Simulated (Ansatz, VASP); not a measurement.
## One calculation of Pd, two programs

```
CELL_PARAMETERS angstrom
0.00000 2.66835 2.66835
2.66835 0.00000 2.66835
2.66835 2.66835 0.00000
ATOMIC_POSITIONS crystal
Pd 0.00000 0.00000 0.00000
Pd 0.50000 0.50000 0.50000
```

Alike in both runs: task single point; functional revPBE; k mesh 12 × 12 × 12; occupations fermi-dirac, width 0.05 eV; collinear spin.

```csv
,VASP,Ansatz
version,VASP 6.6.1,Ansatz 0.2.0
potentials or method,"VASP PAW PBE potentials, release 64 (Pd), cutoff 520 eV","plane waves (420 eV) with PAW, scalar-relativistic"
valence electrons in the cell,20,36
```

```csv
,VASP,Ansatz,Ansatz less VASP
pressure (GPa),-3.9,-3.7,+0.21
net moment per atom (μB),0.00,0.00,0.000
```

VASP's potentials were made for PBE, not for revPBE. With one functional, cell and mesh, what is left measures potentials, basis and numerics. VASP's potentials hold 20 valence electrons a cell and Ansatz's 36, so a difference there can come from the potentials and not from the codes. Ansatz's warnings: seeded moment not kept.
